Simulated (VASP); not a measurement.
Runs of VASP 6.6.1 on SnO (Romarchite). The structure is that of space group P4/nmm (No. 129), or close to it. The cells are those of the table. 

```csv
task,level,potentials or basis,cell,cutoff (eV),gap on the mesh (eV),pressure (GPa),largest force (eV/Å)
relaxation of cell and atoms,LDA,"VASP PAW LDA potentials, release 64 (Sn_d, O)","relaxed from a = 3.799, b = 3.799, c = 4.841 Å, 4 atoms",600,none,0.0,-
single point,PBEsol,"VASP PAW PBE potentials, release 64 (Sn_d, O)","a = 3.802, b = 3.802, c = 4.741 Å, 4 atoms",520,none,0.3,0.10
single point,PBE,"VASP PAW PBE potentials, release 64 (Sn_d, O)","a = 3.868, b = 3.868, c = 5.058 Å, 4 atoms",520,(a),0.2,0.09
single point,LDA,"VASP PAW LDA potentials, release 64 (Sn_d, O)","a = 3.763, b = 3.763, c = 4.651 Å, 4 atoms",520,none,(b),0.14
```

Alike in all rows: no spin polarisation; k mesh 8 × 8 × 7; smearing fermi-dirac 0.1 eV.

Task: Fill in the values left out.

Result: (a) 0.50; (b) 0.5.

Caveats: spin-orbit coupling is left out, which moves the levels of the heavy elements; the PAW data sets were made with another functional, which shifts forces and pressure a little (some runs).

A k mesh can miss the band edges, and the runs leave out spin-orbit coupling on Sn.

A gap of «none» marks levels without a gap at the run's occupations.
